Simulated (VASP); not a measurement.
# Na (P6_3/mmc) in VASP: notebook

Runs on Na. Level: PBEsol. Tasks: single point.

All numbers are computed with VASP 6.6.1; they aren't measurements. Logs are shortened: lines on timing, memory, paths and dates and some standing lists are left out, and cuts for length are marked.

## Step 1: The cell of the first run

It takes space group P6_3/mmc (No. 194, hexagonal). Conventional cell: a = 3.767 Å, b = 3.767 Å, c = 5.908 Å, α = 90.00°, β = 90.00°, γ = 120.00°. Na (site symmetry -6m2) has 12 Na at 3.67 to 3.77 Å within 4.8 Å.

This isn't the form of Na at room conditions, which is bcc.

## Step 2: Single point, PBEsol

INCAR reads:

```
SYSTEM = Na
PREC     = Accurate       ! precision mode
ENCUT    = 500            ! plane-wave cutoff, eV
EDIFF    = 1E-6           ! SCF threshold, eV
ISMEAR   = -1             ! smearing method
SIGMA    = 0.05           ! smearing width, eV
LREAL    = .FALSE.        ! projectors in reciprocal space
LASPH    = .TRUE.         ! aspherical terms in the spheres
NELM     = 120            ! most SCF steps
ALGO     = Normal         ! electronic algorithm
ISIF     = 2              ! what is computed and relaxed
LWAVE    = .FALSE.        ! write WAVECAR
LCHARG   = .FALSE.        ! write CHGCAR
GGA      = PS             ! functional
NBANDS   = 14             ! bands
GGA_COMPAT= .FALSE.
```

KPOINTS reads:

```
regular mesh
0
G
  8 8 5
  0 0 0
```

POSCAR reads:

```
Na
1.0
    3.7670000000      0.0000000000      0.0000000000
   -1.8835000000      3.2623176961      0.0000000000
    0.0000000000      0.0000000000      5.9078400000
Na
2
Direct
    0.6666666667      0.3333333333      0.7500000000
    0.3333333333      0.6666666667      0.2500000000
```

Potentials or basis: VASP PAW PBE potentials, release 64 (Na_pv).

The run is started by

```bash
cat potpaw_PBE.64/Na_pv/POTCAR > POTCAR
mpirun -np 1 vasp_std > vasp.out
```

OUTCAR:

```text
SYSTEM = Na
   PREC = Accurate
   ENCUT = 500
   EDIFF = 1E-6
   ISMEAR = -1
   LREAL = .FALSE.
   LASPH = .TRUE.
   NELM = 120
   ISIF = 2
   GGA = PS

 ion  position               nearest neighbor table
   1  0.667  0.333  0.750-
   2  0.333  0.667  0.250-

  LATTYP: Found a hexagonal cell.
 ALAT       =     3.7670000000
 C/A-ratio  =     1.5683143085

  Lattice vectors:

 A1 = (   3.7670000000,   0.0000000000,   0.0000000000)
 A2 = (  -1.8835000000,   3.2623176961,   0.0000000000)
 A3 = (   0.0000000000,   0.0000000000,   5.9078400000)

Analysis of symmetry for initial positions (statically):
=====================================================================
 Subroutine PRICEL returns:
 Original cell was already a primitive cell.

 Routine SETGRP: Setting up the symmetry group for a
 hexagonal supercell.

 Subroutine GETGRP returns: Found 24 space group operations
 (whereof 12 operations were pure point group operations)
 out of a pool of 24 trial point group operations.

The static configuration has the point symmetry D_3d.
 The point group associated with its full space group is D_6h.

Analysis of symmetry for dynamics (positions and initial velocities):
=====================================================================
 Subroutine PRICEL returns:
 Original cell was already a primitive cell.

 Routine SETGRP: Setting up the symmetry group for a
 hexagonal supercell.

 Subroutine GETGRP returns: Found 24 space group operations
 (whereof 12 operations were pure point group operations)
 out of a pool of 24 trial point group operations.

The dynamic configuration has the point symmetry D_3d.
 The point group associated with its full space group is D_6h.

 Subroutine INISYM returns: Found 24 space group operations
 (whereof 12 operations are pure point group operations),
 and found     1 'primitive' translations

----------------------------------------------------------------------------------------

                                     Primitive cell

  volume of cell :      72.6023

  direct lattice vectors                    reciprocal lattice vectors
     3.767000000  0.000000000  0.000000000     0.265463233  0.153265269  0.000000000
    -1.883500000  3.262317696  0.000000000     0.000000000  0.306530538  0.000000000
     0.000000000  0.000000000  5.907840000     0.000000000  0.000000000  0.169266602

  length of vectors
     3.767000000  3.767000000  5.907840000     0.306530538  0.306530538  0.169266602

[... 85 lines left out ...]
   NFREE  =      0    steps in history (QN), initial steepest desc. (CG)
   ISIF   =      2    stress and relaxation
   ISYM   =      2    0-nonsym 1-usesym 2-fastsym
   POTIM  = 0.5000    time-step for ionic-motion
   TEBEG  =    0.0;   TEEND  =   0.0 temperature during run
   PSTRESS=    0.0 pullay stress
   NELECT =      14.0000    total number of electrons
   NUPDOWN=      -1.0000    fix difference up-down
   EMIN   =  10.00;   EMAX   =-10.00  energy-range for DOS
   EFERMI =   0.00;   METHOD = LEGACY
   ISMEAR =    -1;   SIGMA  =   0.05  broadening in eV -4-tet -1-fermi 0-gaus
   EFERMI_NEDOS =   21; number of points for ismear=-14 and -15
   IALGO  =     38    algorithm
   IMIX   =      4    mixing-type and parameters
     AMIX     =   0.40;   BMIX     =  1.00
     AMIX_MAG =   1.60;   BMIX_MAG =  1.00
  volume/ion in A,a.u.               =      36.30       244.97
  Fermi-wavevector in a.u.,A,eV,Ry     =   0.945803  1.787308 12.170998  0.894543
  Thomas-Fermi vector in A             =   2.073740
   LORBIT       =      0    0 simple, 1 ext, 2 COOP (PROOUT), +10 PAW based schemes
   GGA     = PS    functional components
   LHFCALC =     F    Hartree Fock is set to
   AEXX    =    0.0000 exact exchange contribution
   IVDW    =     0    specifies the selected vdW correction
   LEPSILON=     F    determine dielectric tensor
   LRPA    =     F    only Hartree local field effects (RPA)
 non-spin polarized calculation
  energy-cutoff  :      500.00
  volume of cell :       72.60
 maximum number of plane-waves:      1874
 NGX is ok and might be reduce to    28
   NGX = 13   NGY = 13   NGZ = 21

 number of electron      14.0000014 magnetization

 Free energy of the ion-electron system (eV)
  ---------------------------------------------------
  ext. energy  EPLUGINS =         0.00000000
  ---------------------------------------------------
  free energy    TOTEN  =        -2.79894662 eV

  energy without entropy =       -2.79355491  energy(sigma->0) =       -2.79625077

 E-fermi :   0.3498     XC(G=0):  -6.5563

 val. band max:        0.1499027926   @ k =   0.2500   0.1250   0.4000
 cond. band min:       0.3845907463   @ k =   0.2500   0.2500   0.4000
 fundamental gap:      0.2346879536
 Fermi energy:         0.3497858689

 k-point     1 :       0.0000    0.0000    0.0000
  band No.  band energies     occupation
      1     -24.4436      2.00000
      2     -24.4072      2.00000
      3     -24.4072      2.00000
      4     -24.4013      2.00000
      5     -24.4006      2.00000
      6     -24.4006      2.00000
      7      -2.9584      2.00000
      8       1.1041      0.00000
      9       1.6007      0.00000
     10      10.1270      0.00000
     11      10.1270      0.00000
     12      10.4772      0.00000
     13      10.4772      0.00000
     14      10.8711      0.00000
[... 377 lines left out ...]
      1     -24.4353      2.00000
      2     -24.4318      2.00000
      3     -24.4138      2.00000
      4     -24.4107      2.00000
      5     -24.4091      2.00000
      6     -24.4075      2.00000
      7      -0.2600      1.99999
      8       0.5747      0.02201
      9       3.1843      0.00000
     10       3.9832      0.00000
     11       6.9764      0.00000
     12       8.0788      0.00000
     13       8.3705      0.00000
     14       8.8051      0.00000

 [... further k-points ...]
[... 5 lines left out ...]
  --------------------------------------------------------------------------------------
  -------------------------------------------------------------------------------------
  Total       -0.0402914     -0.0402914      0.1163111      0.0000000      0.0000000      0.0000000
  in kB       -0.8891439     -0.8891439      2.5667360      0.0000000      0.0000000      0.0000000
  external PRESSURE =       0.2628161 kB  Pullay stress =       0.0000000 kB

 VOLUME and BASIS-vectors are now :
 -----------------------------------------------------------------------------
  energy-cutoff  :      500.00
  volume of cell :       72.60
      direct lattice vectors                 reciprocal lattice vectors
     3.767000000  0.000000000  0.000000000     0.265463233  0.153265269  0.000000000
    -1.883500000  3.262317696  0.000000000     0.000000000  0.306530538  0.000000000
     0.000000000  0.000000000  5.907840000     0.000000000  0.000000000  0.169266602

 POSITION                                       TOTAL-FORCE (eV/Angst)
 -----------------------------------------------------------------------------------
      1.88350      1.08744      4.43088         0.000000      0.000000     -0.000000
     -0.00000      2.17488      1.47696        -0.000000     -0.000000      0.000000
 -----------------------------------------------------------------------------------
    total drift:                               -0.000000      0.000000      0.000000

  FREE ENERGIE OF THE ION-ELECTRON SYSTEM (eV)
  ---------------------------------------------------
  free  energy   TOTEN  =        -2.7989466209 eV

  energy  without entropy=       -2.7935549110  energy(sigma->0) =       -2.79625077
```

It took 6.8 s on 1 thread of Intel Xeon 6975P-C (Granite Rapids), shared host; peak memory 0.17 GiB.

Results:

| Quantity | Value |
| --- | --- |
| Free energy | -2.7989 eV |
| Pressure | 0.0 GPa |
| Band gap on the k mesh | zero (bands 7 and 8 overlap by 3.13 eV) |

Caveat: the PAW data sets were made with another functional, which shifts forces and pressure a little.

## Step 3: Single point, PBEsol

This run uses another cell than the first one, of 37.06 Å³/atom.

INCAR reads:

```
SYSTEM = Na
PREC = Accurate
ENCUT = 500
EDIFF = 1E-6
ISMEAR = -1
SIGMA = 0.05
LREAL = .False.
LASPH = .True.
NELM = 120
ALGO = Normal
ISIF = 2
LWAVE = .False.
LCHARG = .False.
GGA = PS
NBANDS = 14
GGA_COMPAT = .False.
```

KPOINTS reads:

```
regular mesh
0
Gamma
  8 8 5
  0 0 0
```

POSCAR: that of step 2 with these lines changed.

```diff
@@ -4,3 +4,3 @@
    -1.8835000000      3.2623176961      0.0000000000
-    0.0000000000      0.0000000000      5.9078400000
+    0.0000000000      0.0000000000      6.0309200000
 Na
```

Potentials or basis: VASP PAW PBE potentials, release 64 (Na_pv).

The run is started by

```bash
cat potpaw_PBE.64/Na_pv/POTCAR > POTCAR
mpirun -np 1 vasp_std > vasp.out
```

OUTCAR:

```text
SYSTEM = Na
   PREC = Accurate
   ENCUT = 500
   EDIFF = 1E-6
   ISMEAR = -1
   LREAL = .False.
   LASPH = .True.
   NELM = 120
   ISIF = 2
   GGA = PS

 ion  position               nearest neighbor table
   1  0.667  0.333  0.750-
   2  0.333  0.667  0.250-

  LATTYP: Found a hexagonal cell.
 ALAT       =     3.7670000000
 C/A-ratio  =     1.6009875232

  Lattice vectors:

 A1 = (   3.7670000000,   0.0000000000,   0.0000000000)
 A2 = (  -1.8835000000,   3.2623176961,   0.0000000000)
 A3 = (   0.0000000000,   0.0000000000,   6.0309200000)

Analysis of symmetry for initial positions (statically):
=====================================================================
 Subroutine PRICEL returns:
 Original cell was already a primitive cell.

 Routine SETGRP: Setting up the symmetry group for a
 hexagonal supercell.

 Subroutine GETGRP returns: Found 24 space group operations
 (whereof 12 operations were pure point group operations)
 out of a pool of 24 trial point group operations.

The static configuration has the point symmetry D_3d.
 The point group associated with its full space group is D_6h.

Analysis of symmetry for dynamics (positions and initial velocities):
=====================================================================
 Subroutine PRICEL returns:
 Original cell was already a primitive cell.

 Routine SETGRP: Setting up the symmetry group for a
 hexagonal supercell.

 Subroutine GETGRP returns: Found 24 space group operations
 (whereof 12 operations were pure point group operations)
 out of a pool of 24 trial point group operations.

The dynamic configuration has the point symmetry D_3d.
 The point group associated with its full space group is D_6h.

 Subroutine INISYM returns: Found 24 space group operations
 (whereof 12 operations are pure point group operations),
 and found     1 'primitive' translations

----------------------------------------------------------------------------------------

                                     Primitive cell

  volume of cell :      74.1149

  direct lattice vectors                    reciprocal lattice vectors
     3.767000000  0.000000000  0.000000000     0.265463233  0.153265269  0.000000000
    -1.883500000  3.262317696  0.000000000     0.000000000  0.306530538  0.000000000
     0.000000000  0.000000000  6.030920000     0.000000000  0.000000000  0.165812181

  length of vectors
     3.767000000  3.767000000  6.030920000     0.306530538  0.306530538  0.165812181

  position of ions in fractional coordinates (direct lattice)
     0.666666667  0.333333333  0.750000000
     0.333333333  0.666666667  0.250000000

  ion indices of the primitive-cell ions
   primitive index   ion index
                 1           1
                 2           2

----------------------------------------------------------------------------------------

 KPOINTS: regular mesh

Automatic generation of k-mesh.
 Grid dimensions read from file:
 generate k-points for:    8    8    5

 Generating k-lattice:

  Cartesian coordinates                     Fractional coordinates (reciprocal lattice)
     0.033182904  0.019158159  0.000000000     0.125000000  0.000000000  0.000000000
     0.000000000  0.038316317  0.000000000     0.000000000  0.125000000  0.000000000
     0.000000000  0.000000000  0.033162436     0.000000000  0.000000000  0.200000000

  Length of vectors
     0.038316317  0.038316317  0.033162436

  Shift w.r.t. Gamma in fractional coordinates (k-lattice)
     0.000000000  0.000000000  0.000000000

 Subroutine IBZKPT returns following result:
 ===========================================

 Found     30 irreducible k-points:

 Following reciprocal coordinates:
            Coordinates               Weight
  0.000000  0.000000  0.000000      1.000000
  0.125000 -0.000000  0.000000      6.000000
  0.250000 -0.000000  0.000000      6.000000
  0.375000  0.000000  0.000000      6.000000
  0.500000 -0.000000  0.000000      3.000000
  0.125000  0.125000  0.000000      6.000000
[... 16 lines left out ...]
  0.250000 -0.000000  0.400000     12.000000
  0.375000  0.000000  0.400000     12.000000
 [... further k-points ...]
   k-points           NKPTS =     30   k-points in BZ     NKDIM =     30   number of bands    NBANDS=     14
   number of dos      NEDOS =    301   number of ions     NIONS =      2
   total plane-waves  NPLWV =  37632
   dimension x,y,z NGX =    28 NGY =   28 NGZ =   48
   dimension x,y,z NGXF=    56 NGYF=   56 NGZF=   96
   ions per type =               2
   NGX,Y,Z   is equivalent  to a cutoff of  12.36, 12.36, 13.23 a.u.
   NGXF,Y,Z  is equivalent  to a cutoff of  24.71, 24.71, 26.46 a.u.
 SYSTEM =  Na
   PREC   = accura    normal or accurate (medium, high low for compatibility)
   ISTART =      0    job   : 0-new  1-cont  2-samecut
   ICHARG =      2    charge: 1-file 2-atom 10-const
   ISPIN  =      1    spin polarized calculation?
   LNONCOLLINEAR =      F non collinear calculations
   LSORBIT =      F    spin-orbit coupling
   LASPH  =      T    aspherical Exc in radial PAW
   ENCUT  =  500.0 eV  36.75 Ry    6.06 a.u.   6.87  6.87 11.00*2*pi/ulx,y,z
   NELM   =    120;   NELMIN=  2; NELMDL= -5     # of ELM steps
   EDIFF  = 0.1E-05   stopping-criterion for ELM
   LREAL  =      F    real-space projection
   EDIFFG = 0.1E-04   stopping-criterion for IOM
   NSW    =      0    number of steps for IOM
   IBRION =     -1    ionic relax: 0-MD 1-quasi-New 2-CG
   NFREE  =      0    steps in history (QN), initial steepest desc. (CG)
   ISIF   =      2    stress and relaxation
   ISYM   =      2    0-nonsym 1-usesym 2-fastsym
   POTIM  = 0.5000    time-step for ionic-motion
   TEBEG  =    0.0;   TEEND  =   0.0 temperature during run
   PSTRESS=    0.0 pullay stress
   NELECT =      14.0000    total number of electrons
   NUPDOWN=      -1.0000    fix difference up-down
   EMIN   =  10.00;   EMAX   =-10.00  energy-range for DOS
   EFERMI =   0.00;   METHOD = LEGACY
   ISMEAR =    -1;   SIGMA  =   0.05  broadening in eV -4-tet -1-fermi 0-gaus
   EFERMI_NEDOS =   21; number of points for ismear=-14 and -15
   IALGO  =     38    algorithm
   IMIX   =      4    mixing-type and parameters
     AMIX     =   0.40;   BMIX     =  1.00
     AMIX_MAG =   1.60;   BMIX_MAG =  1.00
  volume/ion in A,a.u.               =      37.06       250.08
  Fermi-wavevector in a.u.,A,eV,Ry     =   0.939325  1.775066 12.004838  0.882331
  Thomas-Fermi vector in A             =   2.066625
   LORBIT       =      0    0 simple, 1 ext, 2 COOP (PROOUT), +10 PAW based schemes
   GGA     = PS    functional components
   LHFCALC =     F    Hartree Fock is set to
   AEXX    =    0.0000 exact exchange contribution
   IVDW    =     0    specifies the selected vdW correction
   LEPSILON=     F    determine dielectric tensor
   LRPA    =     F    only Hartree local field effects (RPA)
 non-spin polarized calculation
  energy-cutoff  :      500.00
  volume of cell :       74.11
 maximum number of plane-waves:      1890
 NGX is ok and might be reduce to    28
   NGX = 13   NGY = 13   NGZ = 21

 number of electron      14.0000003 magnetization

 Free energy of the ion-electron system (eV)
  ---------------------------------------------------
  ext. energy  EPLUGINS =         0.00000000
  ---------------------------------------------------
  free energy    TOTEN  =        -2.79959572 eV

  energy without entropy =       -2.79364528  energy(sigma->0) =       -2.79662050

 E-fermi :   0.2791     XC(G=0):  -6.5017

 val. band max:        0.0748473928   @ k =   0.3750   0.1250   0.2000
 cond. band min:       0.3384803860   @ k =   0.1250   0.1250   0.2000
 fundamental gap:      0.2636329932
 Fermi energy:         0.2791496677

 k-point     1 :       0.0000    0.0000    0.0000
  band No.  band energies     occupation
      1     -24.5124      2.00000
      2     -24.4801      2.00000
      3     -24.4801      2.00000
      4     -24.4750      2.00000
      5     -24.4746      2.00000
      6     -24.4746      2.00000
      7      -2.9735      2.00000
      8       0.9414      0.00000
      9       1.3941      0.00000
     10      10.1234      0.00000
     11      10.1235      0.00000
     12      10.4703      0.00000
     13      10.4703      0.00000
     14      10.7619      0.00000
[... 375 lines left out ...]
 k-point    24 :       0.3750    0.0000    0.4000
  band No.  band energies     occupation
      1     -24.5062      2.00000
      2     -24.5035      2.00000
      3     -24.4870      2.00000
      4     -24.4839      2.00000
      5     -24.4826      2.00000
      6     -24.4812      2.00000
      7      -0.3031      1.99998
      8       0.4993      0.02416
      9       3.1412      0.00000
     10       3.9109      0.00000
     11       6.7054      0.00000
     12       8.0478      0.00000
     13       8.2014      0.00000
     14       8.7481      0.00000

 [... further k-points ...]
[... 5 lines left out ...]
  --------------------------------------------------------------------------------------
  -------------------------------------------------------------------------------------
  Total       -0.0655788     -0.0655788     -0.0524170      0.0000000     -0.0000000     -0.0000000
  in kB       -1.4176477     -1.4176477     -1.1331238      0.0000000     -0.0000000     -0.0000000
  external PRESSURE =      -1.3228064 kB  Pullay stress =       0.0000000 kB

 VOLUME and BASIS-vectors are now :
 -----------------------------------------------------------------------------
  energy-cutoff  :      500.00
  volume of cell :       74.11
      direct lattice vectors                 reciprocal lattice vectors
     3.767000000  0.000000000  0.000000000     0.265463233  0.153265269  0.000000000
    -1.883500000  3.262317696  0.000000000     0.000000000  0.306530538  0.000000000
     0.000000000  0.000000000  6.030920000     0.000000000  0.000000000  0.165812181

 POSITION                                       TOTAL-FORCE (eV/Angst)
 -----------------------------------------------------------------------------------
      1.88350      1.08744      4.52319        -0.000000     -0.000000      0.000000
     -0.00000      2.17488      1.50773         0.000000      0.000000      0.000000
 -----------------------------------------------------------------------------------
    total drift:                                0.000000     -0.000000      0.000000

  FREE ENERGIE OF THE ION-ELECTRON SYSTEM (eV)
  ---------------------------------------------------
  free  energy   TOTEN  =        -2.7995957231 eV

  energy  without entropy=       -2.7936452811  energy(sigma->0) =       -2.79662050
```

It took 6.6 s on 1 thread of Intel Xeon 6975P-C (Granite Rapids), shared host; peak memory 0.18 GiB.

What came out:

```
Free energy            : -2.7996 eV
Pressure               : -0.1 GPa
Band gap on the k mesh : zero (bands 7 and 8 overlap by 3.17 eV)
```

Levels at points of the mesh, in eV from the Fermi level:
| k point | band 3 | band 4 | band 5 | band 6 | band 7 | band 8 | band 9 | band 10 | band 11 | band 12 |
| --- | --- | --- | --- | --- | --- | --- | --- | --- | --- | --- |
| (0.00, 0.00, 0.00) | -24.76 | -24.75 | -24.75 | -24.75 | -3.25 | 0.66 | 1.11 | 9.84 | 9.84 | 10.19 |
| (0.50, 0.00, 0.00) | -24.78 | -24.77 | -24.76 | -24.76 | 0.22 | 0.34 | 3.92 | 3.94 | 4.47 | 4.66 |

Caveat: the PAW data sets were made with another functional, which shifts forces and pressure a little.

[end of part 1 of 2]
